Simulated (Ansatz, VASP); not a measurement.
# One calculation of HPt8, two programs

```
CELL_PARAMETERS angstrom
5.53785 0.00000 0.00000
-2.76892 4.79592 0.00000
0.00000 0.00000 4.85708
ATOMIC_POSITIONS crystal
Pt 0.33754 0.16877 0.74535
Pt 0.33333 0.66667 0.75193
Pt 0.83123 0.16877 0.74535
Pt 0.83123 0.66246 0.74535
Pt 0.16877 0.33754 0.25465
Pt 0.16877 0.83123 0.25465
Pt 0.66667 0.33333 0.24807
Pt 0.66246 0.83123 0.25465
H 0.00000 0.00000 0.00000
```

Alike in both runs: functional PBE; k mesh 6 × 6 × 6; occupations gaussian, width 0.1 eV; no spin polarisation.

Ansatz relaxed the structure, and its values are those at the end. VASP's run is a single point on that final structure, the one shown.

|  | VASP | Ansatz |
| --- | --- | --- |
| version | VASP 6.6.1 | Ansatz 0.2.0 |
| potentials or method | VASP PAW PBE potentials, release 64 (Pt, H), cutoff 520 eV | scalar-relativistic, plane waves, PAW |
| valence electrons in the cell | 81 | 145 |

```csv
,VASP,Ansatz,Ansatz less VASP
gap on the k mesh at the Fermi level (eV),none,none,-
pressure (GPa),-0.5,0.0,+0.43
rms of the force components (eV/Å),0.003,0.000,-0.0029
```

A gap of «none» marks a metal or a gap that the smearing closes. VASP's potentials hold 81 valence electrons a cell and Ansatz's 145, so a difference there can come from the potentials and not from the codes.

Neither program's run includes spin-orbit coupling.
